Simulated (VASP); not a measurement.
Runs of VASP 6.6.1 on Co. The structure is that of space group Im-3m (No. 229), or close to it. The cells are those of the table. 

| task | cell | k mesh | cutoff (eV) | gap on the mesh (eV) | pressure (GPa) | moment (μB) |
| --- | --- | --- | --- | --- | --- | --- |
| single point | a = 2.357 Å, angles 109.5°, 1 atom | 18 × 18 × 18 | 520 | none | 21.4 | (c) |
| single point | a = 2.423 Å, angles 109.5°, 1 atom | 16 × 16 × 16 | 520 | none | 0.0 | 1.90 |
| relaxation of cell and atoms | relaxed from a = 2.432 Å, angles 109.5°, 1 atom | 16 × 16 × 16 | 600 | none | 0.0 | 1.90 |
| single point | a = 2.455 Å, angles 109.5°, 1 atom | 18 × 18 × 18 | 520 | none | (a) | 1.91 |
| single point | a = 2.391 Å, angles 109.5°, 1 atom | 18 × 18 × 18 | 520 | none | 9.7 | 1.90 |
| single point | a = 2.517 Å, angles 109.5°, 1 atom | 18 × 18 × 18 | 520 | none | -18.0 | 1.94 |
| single point | a = 2.322 Å, angles 109.5°, 1 atom | 18 × 18 × 18 | 520 | none | 36.1 | 1.83 |
| single point | a = 2.423 Å, angles 109.5°, 1 atom | 18 × 18 × 18 | 520 | none | (b) | 1.91 |
| single point | a = 2.486 Å, angles 109.5°, 1 atom | 18 × 18 × 18 | 520 | none | -13.5 | 1.92 |

Alike in all rows: level r2SCAN; potentials or basis VASP PAW PBE potentials, release 64 (Co); spin collinear, ferromagnetic start; smearing fermi-dirac 0.05 eV.

Problem. Estimate the missing entries.

Solution. (a) -7.5; (b) 0.1; (c) 1.87.

Caveats: the PAW data sets were made with another functional, which shifts forces and pressure a little.

A gap of «none» marks levels without a gap at the run's occupations.
